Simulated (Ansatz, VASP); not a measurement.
**One calculation of Sn, two programs**

```
CELL_PARAMETERS angstrom
-1.72654 1.77555 2.33834
1.72654 -1.77555 2.33834
1.72654 1.77555 -2.33834
ATOMIC_POSITIONS crystal
Sn 0.00000 0.00000 0.00000
```

Alike in both runs: task single point; functional PBEsol; dispersion D3(BJ); k mesh 20 × 20 × 20; occupations gaussian, width 0.15 eV; no spin polarisation.

|  | VASP | Ansatz |
| --- | --- | --- |
| version | VASP 6.6.1 | Ansatz 0.2.0 |
| potentials or method | VASP PAW PBE potentials, release 64 (Sn_d), cutoff 520 eV | scalar-relativistic, plane waves, PAW |
| valence electrons in the cell | 14 | 14 |

|  | VASP | Ansatz | Ansatz less VASP |
| --- | --- | --- | --- |
| gap on the k mesh at the Fermi level (eV) | none | none | - |
| pressure (GPa) | -5.8 | -5.7 | +0.05 |
| traceless stress, the component that is largest in VASP (GPa) | 0.42 | 0.42 | +0.001 |

VASP's potentials were made for PBE, not for PBEsol. A gap of «none» marks a metal or a gap that the smearing closes.
